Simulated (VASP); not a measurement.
# IrPt2 (P-3m1) in VASP: further runs, part 2 of 2

VASP 6.6.1. Earlier steps stand in the parts before.

## Step 4: Single point, PBE

This run uses another cell than the first one: it holds 6 atoms, not 3.

Contents of INCAR:

```
  ALGO = Fast
  EDIFF = 1E-7
  ENCUT = 520
  GGA = PE
  ISIF = 2
  ISMEAR = 0
  LASPH = True
  LCHARG = False
  LREAL = False
  LWAVE = False
  NBANDS = 38
  NELM = 80
  PREC = Accurate
  SIGMA = 0.2
```

Contents of KPOINTS:

```
k-points
0
Gamma
  8 4 4
```

Contents of POSCAR:

```
IrPt2
1.0
    2.7953254670      0.0000000000      0.0000000000
    0.0000000000      4.8416457325      0.0000000000
    0.0000000000      0.0000000000      6.7642017919
Ir Pt
2 4
Direct
    0.0000000000      0.0000000000      0.0000000000
    0.5000000000      0.5000000000      1.0000000000
    1.0000000000      0.3333333333      0.3284312873
    0.5000000000      0.8333333333      0.3284312873
    0.5000000000      0.1666666667      0.6715687127
    1.0000000000      0.6666666667      0.6715687127
```

Potentials or basis: VASP PAW PBE potentials, release 64 (Ir, Pt).

On the command line:

```sh
> cat potpaw_PBE.64/Ir/POTCAR potpaw_PBE.64/Pt/POTCAR > POTCAR
> mpirun -np 1 vasp_std > vasp.out
```

OUTCAR:

```text
EDIFF = 1E-7
   ENCUT = 520
   GGA = PE
   ISIF = 2
   ISMEAR = 0
   LASPH = True
   LREAL = False
   NELM = 80
   PREC = Accurate

 ion  position               nearest neighbor table
   1  0.000  0.000  0.000-   3 2.75   6 2.75   5 2.75   4 2.75   4 2.75   5 2.75   2 2.80   2 2.80
                             2 2.80   2 2.80
   2  0.500  0.500  0.000-   4 2.75   5 2.75   3 2.75   6 2.75   3 2.75   6 2.75   1 2.80   1 2.80
                             1 2.80   1 2.80
   3  0.000  0.333  0.328-   1 2.75   2 2.75   2 2.75   4 2.80   4 2.80   4 2.80   4 2.80   5 2.83
                             5 2.83   6 2.83
   4  0.500  0.833  0.328-   2 2.75   1 2.75   1 2.75   3 2.80   3 2.80   3 2.80   3 2.80   6 2.83
                             6 2.83   5 2.83
   5  0.500  0.167  0.672-   2 2.75   1 2.75   1 2.75   6 2.80   6 2.80   6 2.80   6 2.80   3 2.83
                             3 2.83   4 2.83
   6  0.000  0.667  0.672-   1 2.75   2 2.75   2 2.75   5 2.80   5 2.80   5 2.80   5 2.80   4 2.83
                             4 2.83   3 2.83

  LATTYP: Found a simple orthorhombic cell.
 ALAT       =     2.7953254670
 B/A-ratio  =     1.7320508076
 C/A-ratio  =     2.4198261962

  Lattice vectors:

 A1 = (   2.7953254670,   0.0000000000,   0.0000000000)
 A2 = (   0.0000000000,   4.8416457325,   0.0000000000)
 A3 = (   0.0000000000,   0.0000000000,   6.7642017919)

Analysis of symmetry for initial positions (statically):
=====================================================================
 Subroutine PRICEL returns following result:

  LATTYP: Found a hexagonal cell.
 ALAT       =     2.7953254670
 C/A-ratio  =     2.4198261962

  Lattice vectors:

 A1 = (  -2.7953254670,   0.0000000000,   0.0000000000)
 A2 = (   1.3976627335,  -2.4208228663,   0.0000000000)
 A3 = (   0.0000000000,   0.0000000000,   6.7642017919)

   2 primitive cells build up your supercell.

 Routine SETGRP: Setting up the symmetry group for a
 simple orthorhombic supercell.

 Subroutine GETGRP returns: Found  4 space group operations
 (whereof  4 operations were pure point group operations)
 out of a pool of  8 trial point group operations.

The static configuration has the point symmetry C_2h.

Analysis of symmetry for dynamics (positions and initial velocities):
=====================================================================
 Subroutine PRICEL returns following result:

  LATTYP: Found a hexagonal cell.
 ALAT       =     2.7953254670
 C/A-ratio  =     2.4198261962

  Lattice vectors:

 A1 = (  -2.7953254670,   0.0000000000,   0.0000000000)
 A2 = (   1.3976627335,  -2.4208228663,   0.0000000000)
 A3 = (   0.0000000000,   0.0000000000,   6.7642017919)

   2 primitive cells build up your supercell.

 Routine SETGRP: Setting up the symmetry group for a
 simple orthorhombic supercell.

 Subroutine GETGRP returns: Found  4 space group operations
 (whereof  4 operations were pure point group operations)
 out of a pool of  8 trial point group operations.

The dynamic configuration has the point symmetry C_2h.

 Subroutine INISYM returns: Found  4 space group operations
 (whereof  4 operations are pure point group operations),
[... 42 lines left out ...]
  Length of vectors
     0.044717512  0.051635335  0.036959276

  Shift w.r.t. Gamma in fractional coordinates (k-lattice)
     0.000000000  0.000000000  0.000000000

 Subroutine IBZKPT returns following result:
 ===========================================

 Found     50 irreducible k-points:

 Following reciprocal coordinates:
            Coordinates               Weight
  0.000000  0.000000  0.000000      1.000000
  0.125000  0.000000  0.000000      2.000000
  0.250000  0.000000  0.000000      2.000000
  0.375000  0.000000  0.000000      2.000000
  0.500000  0.000000  0.000000      1.000000
  0.000000  0.250000  0.000000      2.000000
[... 16 lines left out ...]
  0.125000  0.250000  0.250000      4.000000
 -0.125000  0.250000 -0.250000      4.000000
 [... further k-points ...]
   k-points           NKPTS =     50   k-points in BZ     NKDIM =     50   number of bands    NBANDS=     38
   number of dos      NEDOS =    301   number of ions     NIONS =      6
   total plane-waves  NPLWV =  43200
   dimension x,y,z NGX =    24 NGY =   36 NGZ =   50
   dimension x,y,z NGXF=    48 NGYF=   72 NGZF=  100
   ions per type =               2   4
   NGX,Y,Z   is equivalent  to a cutoff of  14.27, 12.36, 12.29 a.u.
   NGXF,Y,Z  is equivalent  to a cutoff of  28.55, 24.72, 24.58 a.u.
 SYSTEM =  unknown system
   PREC   = accura    normal or accurate (medium, high low for compatibility)
   ISTART =      0    job   : 0-new  1-cont  2-samecut
   ICHARG =      2    charge: 1-file 2-atom 10-const
   ISPIN  =      1    spin polarized calculation?
   LNONCOLLINEAR =      F non collinear calculations
   LSORBIT =      F    spin-orbit coupling
   LASPH  =      T    aspherical Exc in radial PAW
   ENCUT  =  520.0 eV  38.22 Ry    6.18 a.u.   5.20  9.00 12.58*2*pi/ulx,y,z
   NELM   =     80;   NELMIN=  2; NELMDL= -5     # of ELM steps
   EDIFF  = 0.1E-06   stopping-criterion for ELM
   LREAL  =      F    real-space projection
   EDIFFG = 0.1E-05   stopping-criterion for IOM
   NSW    =      0    number of steps for IOM
   IBRION =     -1    ionic relax: 0-MD 1-quasi-New 2-CG
   NFREE  =      0    steps in history (QN), initial steepest desc. (CG)
   ISIF   =      2    stress and relaxation
   ISYM   =      2    0-nonsym 1-usesym 2-fastsym
   POTIM  = 0.5000    time-step for ionic-motion
   TEBEG  =    0.0;   TEEND  =   0.0 temperature during run
   PSTRESS=    0.0 pullay stress
   NELECT =      58.0000    total number of electrons
   NUPDOWN=      -1.0000    fix difference up-down
   EMIN   =  10.00;   EMAX   =-10.00  energy-range for DOS
   EFERMI =   0.00;   METHOD = LEGACY
   ISMEAR =     0;   SIGMA  =   0.20  broadening in eV -4-tet -1-fermi 0-gaus
   EFERMI_NEDOS =   21; number of points for ismear=-14 and -15
   IALGO  =     68    algorithm
   IMIX   =      4    mixing-type and parameters
     AMIX     =   0.40;   BMIX     =  1.00
     AMIX_MAG =   1.60;   BMIX_MAG =  1.00
  volume/ion in A,a.u.               =      15.26       102.96
  Fermi-wavevector in a.u.,A,eV,Ry     =   1.406059  2.657066 26.898740  1.977002
  Thomas-Fermi vector in A             =   2.528457
   LORBIT       =      0    0 simple, 1 ext, 2 COOP (PROOUT), +10 PAW based schemes
   GGA     = PE    functional components
   LHFCALC =     F    Hartree Fock is set to
   AEXX    =    0.0000 exact exchange contribution
   IVDW    =     0    specifies the selected vdW correction
   LEPSILON=     F    determine dielectric tensor
   LRPA    =     F    only Hartree local field effects (RPA)
 non-spin polarized calculation
 RMM-DIIS sequential band-by-band and
 Gauss-broadening in eV      SIGMA  =   0.20
  energy-cutoff  :      520.00
  volume of cell :       91.55
 maximum number of plane-waves:      2496
 NGX is ok and might be reduce to    24

 number of electron      57.9999994 magnetization

 Free energy of the ion-electron system (eV)
  ---------------------------------------------------
  ext. energy  EPLUGINS =         0.00000000
  ---------------------------------------------------
  free energy    TOTEN  =       -41.85636392 eV

  energy without entropy =      -41.67259540  energy(sigma->0) =      -41.76447966

 E-fermi :  10.4558     XC(G=0): -13.4617

 val. band max:       10.4502361889   @ k =   0.0000   0.2500  -0.2500
 cond. band min:      10.4713169326   @ k =   0.3750   0.0000   0.0000
 fundamental gap:      0.0210807437
 Fermi energy:        10.4557835761

 k-point     1 :       0.0000    0.0000    0.0000
  band No.  band energies     occupation
      1       0.2401      2.00000
      2       3.0107      2.00000
      3       3.0446      2.00000
      4       3.4006      2.00000
      5       3.8646      2.00000
      6       3.9199      2.00000
[... 973 lines left out ...]
     37      17.8587      0.00000
     38      18.2753      0.00000

 [... further k-points ...]
[... 5 lines left out ...]
  --------------------------------------------------------------------------------------
  -------------------------------------------------------------------------------------
  Total       -0.3690329     -0.6768605      0.4866249      0.0000000     -0.0082189      0.0000000
  in kB       -6.4585303    -11.8458937      8.5165355      0.0000000     -0.1438414      0.0000000
  external PRESSURE =      -3.2626295 kB  Pullay stress =       0.0000000 kB

 VOLUME and BASIS-vectors are now :
 -----------------------------------------------------------------------------
  energy-cutoff  :      520.00
  volume of cell :       91.55
      direct lattice vectors                 reciprocal lattice vectors
     2.795325467  0.000000000  0.000000000     0.357740096  0.000000000  0.000000000
     0.000000000  4.841645732  0.000000000     0.000000000  0.206541341  0.000000000
     0.000000000  0.000000000  6.764201792     0.000000000  0.000000000  0.147837103

 POSITION                                       TOTAL-FORCE (eV/Angst)
 -----------------------------------------------------------------------------------
      0.00000      0.00000      0.00000        -0.000000     -0.000000      0.000000
      1.39766      2.42082      0.00000        -0.000000     -0.000000     -0.000000
      0.00000      1.61388      2.22158        -0.000000      0.016850      0.072685
      1.39766      4.03470      2.22158        -0.000000      0.016850      0.072685
      1.39766      0.80694      4.54263         0.000000     -0.016850     -0.072685
      0.00000      3.22776      4.54263        -0.000000     -0.016850     -0.072685
 -----------------------------------------------------------------------------------
    total drift:                                0.000000      0.000000     -0.000000

  FREE ENERGIE OF THE ION-ELECTRON SYSTEM (eV)
  ---------------------------------------------------
  free  energy   TOTEN  =       -41.8563639212 eV

  energy  without entropy=      -41.6725954006  energy(sigma->0) =      -41.76447966
```

It took 78 s on 1 thread of Intel Xeon 6975P-C (Granite Rapids), shared host; peak memory 0.29 GiB.

What came out:

```yaml
Free_energy: -41.8564 eV
Pressure: -0.3 GPa
Largest_force: 0.075 eV/Å
Band_gap_on_the_k_mesh: zero (band 29 reaches 11.49 eV, above the bottom of band 30 at 9.58 eV)
```

Forces in eV/Å, atoms in the order of the input:
```
Ir   0.000  0.000  0.000
Ir   0.000  0.000  0.000
Pt   0.000  0.017  0.073
Pt   0.000  0.017  0.073
Pt   0.000 -0.017 -0.073
Pt   0.000 -0.017 -0.073
```

Caveat: spin-orbit coupling is left out, which moves the levels of the heavy elements.

## Step 5: Summary

| task | cell | k mesh | cutoff (eV) | gap on the mesh (eV) | pressure (GPa) | largest force (eV/Å) |
| --- | --- | --- | --- | --- | --- | --- |
| single point | a = 2.786, b = 2.786, c = 6.802 Å, angles 90.0, 90.0, 120.0°, 3 atoms | 8 × 8 × 3 | 520 | none | -0.2 | 0.02 |
| relaxation of cell and atoms | relaxed from a = 2.750, b = 2.750, c = 6.740 Å, angles 90.0, 90.0, 120.0°, 3 atoms | 8 × 8 × 3 | 600 | - | 0.2 | 0.06 |
| single point | a = 2.795, b = 4.842, c = 6.764 Å, 6 atoms | 8 × 4 × 4 | 520 | none | -0.3 | 0.07 |

Alike in all rows: level PBE; potentials or basis VASP PAW PBE potentials, release 64 (Ir, Pt); no spin polarisation; smearing gaussian 0.2 eV.

Caveats: spin-orbit coupling is left out, which moves the levels of the heavy elements; the bands computed are all filled at some k points, so no gap is given (some runs); the relaxation stopped at a loose force limit of 0.08 eV/Å, so its end isn't a converged minimum (some runs).

Absolute energies hang on the potentials; compare differences alone.
